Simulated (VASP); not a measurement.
The system is BAs.

```xyz
2
Lattice="0.0000 2.3919 2.3919 2.3919 0.0000 2.3919 2.3919 2.3919 0.0000" Properties=species:S:1:pos:R:3 pbc="T T T"
B     0.0000    0.0000    0.0000
As    1.1959    1.1959    1.1959
```

Base run:

- Program: VASP 6.6.1
- Functional: r2SCAN
- Potentials or basis: VASP PAW PBE potentials, release 64 (B, As)
- Cutoff: 520 eV
- k mesh: 8 × 8 × 8
- Occupations: gaussian, width 0.01 eV
- Spin: no spin polarisation

Its results: band gap on the k mesh 1.39 eV, indirect (least direct gap 3.44 eV); pressure 0.3 GPa.

Question: The run is repeated on the same cell with these changes: functional from r2SCAN to HSE06; k mesh from 8 × 8 × 8 to 6 × 6 × 6. What comes out?

Answer: Band gap on the k mesh 1.95 eV, indirect (least direct gap 4.11 eV); pressure -1.2 GPa.

Several settings changed at once, so the effect can't be laid on one alone.

Caveats: the PAW data sets were made with another functional, which shifts forces and pressure a little.

A k mesh can miss the band edges.
